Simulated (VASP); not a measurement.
# WSe2 in VASP: further runs, part 2 of 2

VASP 6.6.1. The steps go on from the part before.

## Step 3: Single point, r2SCAN (atoms displaced along a vibrational mode)

POSCAR

```
WSe2
1.0
    3.3144241466      0.0000000000      0.0000000000
   -1.6572120733      2.8703755099      0.0000000000
    0.0000000000      0.0000000000     29.8000909728
W Se
3 6
Direct
    0.6666666667      0.3333333333      0.0117449306
    0.3333333333      0.6666666667      0.7640670056
    0.3333333333      0.6666666667      0.2241879468
    0.3333333333      0.6666666667      0.0674620638
    0.6666666667      0.3333333333      0.8199352631
    0.6666666667      0.3333333333      0.2798932754
    0.3333333333      0.6666666667      0.9559150120
    0.6666666667      0.3333333333      0.7082957686
    0.6666666667      0.3333333333      0.1684988897
```

INCAR.step1

```
ALGO = Normal
EDIFF = 1E-4
ENCUT = 520
GGA = PE
ISMEAR = 0
LASPH = True
LCHARG = False
LREAL = False
LWAVE = True
NBANDS = 49
NELM = 80
PREC = Accurate
SIGMA = 0.05
```

INCAR.step2

```
ALGO = Normal
EDIFF = 1E-6
ENCUT = 520
ISIF = 2
ISMEAR = 0
ISTART = 1
LASPH = True
LCHARG = False
LMIXTAU = True
LREAL = False
LWAVE = False
METAGGA = R2SCAN
NBANDS = 49
NELM = 80
PREC = Accurate
SIGMA = 0.05
```

KPOINTS

```
k-points
0
Gamma
  12 12 1
```

Potentials or basis: VASP PAW PBE potentials, release 64 (W_sv, Se).

The run is started by

```
cat potpaw_PBE.64/W_sv/POTCAR potpaw_PBE.64/Se/POTCAR > POTCAR
cp INCAR.step1 INCAR
mpirun -np 1 vasp_std > vasp.out
cp INCAR.step2 INCAR
mpirun -np 1 vasp_std > vasp.out
```

OUTCAR:

```text
EDIFF = 1E-6
   ENCUT = 520
   ISIF = 2
   ISMEAR = 0
   ISTART = 1
   LASPH = True
   LREAL = False
   METAGGA = R2SCAN
   NELM = 80
   PREC = Accurate

 ion  position               nearest neighbor table
   1  0.667  0.333  0.012-   4 2.53   4 2.53   4 2.53   7 2.54   7 2.54   7 2.54
   2  0.333  0.667  0.764-   8 2.53   8 2.53   8 2.53   5 2.54   5 2.54   5 2.54
   3  0.333  0.667  0.224-   9 2.53   9 2.53   9 2.53   6 2.53   6 2.53   6 2.53
   4  0.333  0.667  0.067-   1 2.53   1 2.53   1 2.53
   5  0.667  0.333  0.820-   2 2.54   2 2.54   2 2.54
   6  0.667  0.333  0.280-   3 2.53   3 2.53   3 2.53
   7  0.333  0.667  0.956-   1 2.54   1 2.54   1 2.54
   8  0.667  0.333  0.708-   2 2.53   2 2.53   2 2.53
   9  0.667  0.333  0.168-   3 2.53   3 2.53   3 2.53

  LATTYP: Found a hexagonal cell.
 ALAT       =     3.3144241466
 C/A-ratio  =     8.9910312183

  Lattice vectors:

 A1 = (   3.3144241466,   0.0000000000,   0.0000000000)
 A2 = (  -1.6572120733,   2.8703755099,   0.0000000000)
 A3 = (   0.0000000000,   0.0000000000,  29.8000909728)

Analysis of symmetry for initial positions (statically):
=====================================================================
 Subroutine PRICEL returns:
 Original cell was already a primitive cell.

 Routine SETGRP: Setting up the symmetry group for a
 hexagonal supercell.

 Subroutine GETGRP returns: Found  6 space group operations
 (whereof  6 operations were pure point group operations)
 out of a pool of 24 trial point group operations.

The static configuration has the point symmetry C_3v.

Analysis of symmetry for dynamics (positions and initial velocities):
=====================================================================
 Subroutine PRICEL returns:
 Original cell was already a primitive cell.

 Routine SETGRP: Setting up the symmetry group for a
 hexagonal supercell.

 Subroutine GETGRP returns: Found  6 space group operations
 (whereof  6 operations were pure point group operations)
 out of a pool of 24 trial point group operations.

The dynamic configuration has the point symmetry C_3v.

 Subroutine INISYM returns: Found  6 space group operations
 (whereof  6 operations are pure point group operations),
 and found     1 'primitive' translations

----------------------------------------------------------------------------------------

                                     Primitive cell

  volume of cell :     283.5074

  direct lattice vectors                    reciprocal lattice vectors
     3.314424147  0.000000000  0.000000000     0.301711536  0.174193236  0.000000000
    -1.657212073  2.870375510  0.000000000     0.000000000  0.348386473  0.000000000
     0.000000000  0.000000000 29.800090973     0.000000000  0.000000000  0.033556945

  length of vectors
     3.314424147  3.314424147 29.800090973     0.348386473  0.348386473  0.033556945

  position of ions in fractional coordinates (direct lattice)
[... 47 lines left out ...]

 Following reciprocal coordinates:
            Coordinates               Weight
  0.000000  0.000000  0.000000      1.000000
  0.083333 -0.000000  0.000000      6.000000
  0.166667 -0.000000  0.000000      6.000000
  0.250000 -0.000000  0.000000      6.000000
  0.333333 -0.000000  0.000000      6.000000
  0.416667 -0.000000  0.000000      6.000000
[... 11 lines left out ...]
  0.333333  0.250000  0.000000     12.000000
  0.333333  0.333333  0.000000      2.000000
   k-points           NKPTS =     19   k-points in BZ     NKDIM =     19   number of bands    NBANDS=     49
   number of dos      NEDOS =    301   number of ions     NIONS =      9
   total plane-waves  NPLWV = 175616
   dimension x,y,z NGX =    28 NGY =   28 NGZ =  224
   dimension x,y,z NGXF=    56 NGYF=   56 NGZF=  448
   ions per type =               3   6
   NGX,Y,Z   is equivalent  to a cutoff of  14.04, 14.04, 12.50 a.u.
   NGXF,Y,Z  is equivalent  to a cutoff of  28.09, 28.09, 24.99 a.u.
 SYSTEM =  unknown system
   PREC   = accura    normal or accurate (medium, high low for compatibility)
   ISTART =      1    job   : 0-new  1-cont  2-samecut
   ICHARG =      0    charge: 1-file 2-atom 10-const
   ISPIN  =      1    spin polarized calculation?
   LNONCOLLINEAR =      F non collinear calculations
   LSORBIT =      F    spin-orbit coupling
   LASPH  =      T    aspherical Exc in radial PAW
   ENCUT  =  520.0 eV  38.22 Ry    6.18 a.u.   6.16  6.16 55.41*2*pi/ulx,y,z
   NELM   =     80;   NELMIN=  2; NELMDL=  0     # of ELM steps
   EDIFF  = 0.1E-05   stopping-criterion for ELM
   LREAL  =      F    real-space projection
   EDIFFG = 0.1E-04   stopping-criterion for IOM
   NSW    =      0    number of steps for IOM
   IBRION =     -1    ionic relax: 0-MD 1-quasi-New 2-CG
   NFREE  =      0    steps in history (QN), initial steepest desc. (CG)
   ISIF   =      2    stress and relaxation
   ISYM   =      2    0-nonsym 1-usesym 2-fastsym
   POTIM  = 0.5000    time-step for ionic-motion
   TEBEG  =    0.0;   TEEND  =   0.0 temperature during run
   PSTRESS=    0.0 pullay stress
   NELECT =      78.0000    total number of electrons
   NUPDOWN=      -1.0000    fix difference up-down
   EMIN   =  10.00;   EMAX   =-10.00  energy-range for DOS
   EFERMI =   0.00;   METHOD = LEGACY
   ISMEAR =     0;   SIGMA  =   0.05  broadening in eV -4-tet -1-fermi 0-gaus
   EFERMI_NEDOS =   21; number of points for ismear=-14 and -15
   IALGO  =     38    algorithm
   IMIX   =      4    mixing-type and parameters
     AMIX     =   0.40;   BMIX     =  1.00
     AMIX_MAG =   1.60;   BMIX_MAG =  1.00
  volume/ion in A,a.u.               =      31.50       212.58
  Fermi-wavevector in a.u.,A,eV,Ry     =   1.064760  2.012104 15.425102  1.133713
  Thomas-Fermi vector in A             =   2.200289
   LORBIT       =      0    0 simple, 1 ext, 2 COOP (PROOUT), +10 PAW based schemes
   METAGGA = R2SCAN    functional components
   LHFCALC =     F    Hartree Fock is set to
   AEXX    =    0.0000 exact exchange contribution
   IVDW    =     0    specifies the selected vdW correction
   LEPSILON=     F    determine dielectric tensor
   LRPA    =     F    only Hartree local field effects (RPA)
 non-spin polarized calculation
 Gauss-broadening in eV      SIGMA  =   0.05
  energy-cutoff  :      520.00
  volume of cell :      283.51
 maximum number of plane-waves:      7692
 NGX is ok and might be reduce to    28
   NGX = 13   NGY = 13   NGZ =111

 number of electron      78.0000006 magnetization

 Free energy of the ion-electron system (eV)
  ---------------------------------------------------
  ext. energy  EPLUGINS =         0.00000000
  ---------------------------------------------------
  free energy    TOTEN  =      -245.28503607 eV

  energy without entropy =     -245.28503607  energy(sigma->0) =     -245.28503607

 E-fermi :   2.4040     XC(G=0):  -7.7009

 val. band max:        2.1155563974   @ k =   0.0000   0.0000   0.0000
 cond. band min:       3.4337509183   @ k =   0.1667   0.1667   0.0000
 fundamental gap:      1.3181945209
 Fermi energy:         2.4039771536

 k-point     1 :       0.0000    0.0000    0.0000
  band No.  band energies     occupation
      1     -74.2019      2.00000
      2     -74.2010      2.00000
      3     -74.2001      2.00000
      4     -37.7801      2.00000
      5     -37.7798      2.00000
      6     -37.7774      2.00000
[... 977 lines left out ...]
     48       5.5086      0.00000
     49       6.8983      0.00000

------------------------ aborting loop because EDIFF is reached ----------------------------------------

  FORCE on cell =-STRESS in cart. coord.  units (eV):
  Direction    XX          YY          ZZ          XY          YZ          ZX
  --------------------------------------------------------------------------------------
  -------------------------------------------------------------------------------------
  Total        0.4746061      0.4746061      1.0941934      0.0000000      0.0000000     -0.0000000
  in kB        2.6821282      2.6821282      6.1835843      0.0000000      0.0000000     -0.0000000
  external PRESSURE =       3.8492803 kB  Pullay stress =       0.0000000 kB

 VOLUME and BASIS-vectors are now :
 -----------------------------------------------------------------------------
  energy-cutoff  :      520.00
  volume of cell :      283.51
      direct lattice vectors                 reciprocal lattice vectors
     3.314424147  0.000000000  0.000000000     0.301711536  0.174193236  0.000000000
    -1.657212073  2.870375510  0.000000000     0.000000000  0.348386473  0.000000000
     0.000000000  0.000000000 29.800090973     0.000000000  0.000000000  0.033556945

 POSITION                                       TOTAL-FORCE (eV/Angst)
 -----------------------------------------------------------------------------------
      1.65721      0.95679      0.35000        -0.000000      0.000000     -0.115954
     -0.00000      1.91358     22.76927         0.000000      0.000000      0.038913
     -0.00000      1.91358      6.68082        -0.000000      0.000000      0.077492
     -0.00000      1.91358      2.01038         0.000000     -0.000000     -0.121972
      1.65721      0.95679     24.43415         0.000000      0.000000      0.014260
      1.65721      0.95679      8.34085        -0.000000      0.000000      0.063286
     -0.00000      1.91358     28.48635        -0.000000      0.000000     -0.036810
      1.65721      0.95679     21.10728         0.000000      0.000000     -0.020590
      1.65721      0.95679      5.02128         0.000000     -0.000000      0.101376
 -----------------------------------------------------------------------------------
    total drift:                                0.000001     -0.000000      0.000190

  FREE ENERGIE OF THE ION-ELECTRON SYSTEM (eV)
  ---------------------------------------------------
  free  energy   TOTEN  =      -245.2850360737 eV

  energy  without entropy=     -245.2850360737  energy(sigma->0) =     -245.28503607
```

It took 16 min on 1 thread of Intel Xeon 6975P-C (Granite Rapids), shared host; peak memory 0.55 GiB.

What came out:

| Quantity | Value |
| --- | --- |
| Free energy | -245.2850 eV |
| Largest force | 0.122 eV/Å |
| Band gap on the k mesh | 1.32 eV (least direct gap 1.58 eV) |

Forces on the atoms (eV/Å):
```
W    0.000  0.000 -0.116
W    0.000  0.000  0.039
W    0.000  0.000  0.077
Se   0.000  0.000 -0.122
Se   0.000  0.000  0.014
Se   0.000  0.000  0.063
Se   0.000  0.000 -0.037
Se   0.000  0.000 -0.021
Se   0.000  0.000  0.101
```

Caveat: the cell differs from its parent crystal (atoms displaced along a vibrational mode); the PAW data sets were made with another functional, which shifts forces and pressure a little; spin-orbit coupling is left out, which moves the levels of the heavy elements.

## Step 4: Single point, r2SCAN (atoms displaced along a vibrational mode)

POSCAR

```
WSe2
1.0
    3.3144241466      0.0000000000      0.0000000000
   -1.6572120733      2.8703755099      0.0000000000
    0.0000000000      0.0000000000     29.8000909728
W Se
3 6
Direct
    0.6666666667      0.3333333333      0.0083892361
    0.3333333333      0.6666666667      0.7657448695
    0.3333333333      0.6666666667      0.2258658107
    0.3333333333      0.6666666667      0.0641224815
    0.6666666667      0.3333333333      0.8215875270
    0.6666666667      0.3333333333      0.2815805548
    0.3333333333      0.6666666667      0.9525754297
    0.6666666667      0.3333333333      0.7099830480
    0.6666666667      0.3333333333      0.1701511536
```

INCAR.step1

```
SYSTEM = WSe2
  PREC = Accurate
  ENCUT = 520
  ISMEAR = 0
  SIGMA = 0.05
  LREAL = .FALSE.
  LASPH = .TRUE.
  NELM = 60
  NBANDS = 49
  GGA = PE
  ALGO = Normal
  EDIFF = 1E-4
  LWAVE = .TRUE.
  LCHARG = .FALSE.
```

INCAR.step2

```
SYSTEM = WSe2
  PREC = Accurate
  ENCUT = 520
  EDIFF = 1E-7
  ISMEAR = 0
  SIGMA = 0.05
  LREAL = .FALSE.
  LASPH = .TRUE.
  NELM = 60
  ALGO = Normal
  ISIF = 2
  LWAVE = .FALSE.
  LCHARG = .FALSE.
  METAGGA = R2SCAN
  LMIXTAU = .TRUE.
  NBANDS = 49
  ISTART = 1
```

KPOINTS

```
regular mesh
0
G
  12 12 1
  0 0 0
```

The run is started by

```
cat potpaw_PBE.64/W_sv/POTCAR potpaw_PBE.64/Se/POTCAR > POTCAR
cp INCAR.step1 INCAR
mpirun -np 1 vasp_std > vasp.out
cp INCAR.step2 INCAR
mpirun -np 1 vasp_std > vasp.out
```

Run time: 37 min. Hardware: 1 thread of Intel Xeon Platinum 8259CL at 2.50GHz (Skylake/Cascade Lake), shared host; peak memory 0.58 GiB.

The run converged. Its results:

- Free energy: -245.3173 eV
- Largest force: 0.077 eV/Å
- Band gap on the k mesh: 1.41 eV (least direct gap 1.59 eV)

Forces on the atoms (eV/Å):
```
W    0.000  0.000 -0.077
W    0.000  0.000  0.029
W    0.000  0.000  0.048
Se   0.000  0.000 -0.042
Se   0.000  0.000  0.028
Se   0.000  0.000  0.056
Se   0.000  0.000 -0.044
Se   0.000  0.000 -0.026
Se   0.000  0.000  0.027
```

Levels at points of the mesh, in eV from the valence-band top:
| k point | band 36 | band 37 | band 38 | band 39 | band 40 | band 41 | band 42 | band 43 |
| --- | --- | --- | --- | --- | --- | --- | --- | --- |
| (0.00, 0.00, 0.00) | -1.60 | -0.70 | -0.38 | 0.00 | 2.82 | 2.82 | 2.85 | 2.85 |
| (0.50, 0.00, 0.00) | -1.31 | -1.29 | -1.26 | -1.23 | 2.25 | 2.27 | 2.28 | 2.59 |

Caveat: the cell differs from its parent crystal (atoms displaced along a vibrational mode); the PAW data sets were made with another functional, which shifts forces and pressure a little; spin-orbit coupling is left out, which moves the levels of the heavy elements.

## Step 5: The runs side by side

```csv
cell,gap on the mesh (eV),largest force (eV/Å)
"as given, atomic positions A",1.49,0.05
"as given, atomic positions B",1.32,0.12
"as given, atomic positions C",1.41,0.08
```

Alike in all rows: task single point; level r2SCAN; potentials or basis VASP PAW PBE potentials, release 64 (W_sv, Se); no spin polarisation; k mesh 12 × 12 × 1; cutoff (eV) 520; smearing gaussian 0.05 eV.

Caveats: the PAW data sets were made with another functional, which shifts forces and pressure a little; spin-orbit coupling is left out, which moves the levels of the heavy elements.

Absolute energies hang on the potentials; compare differences alone.
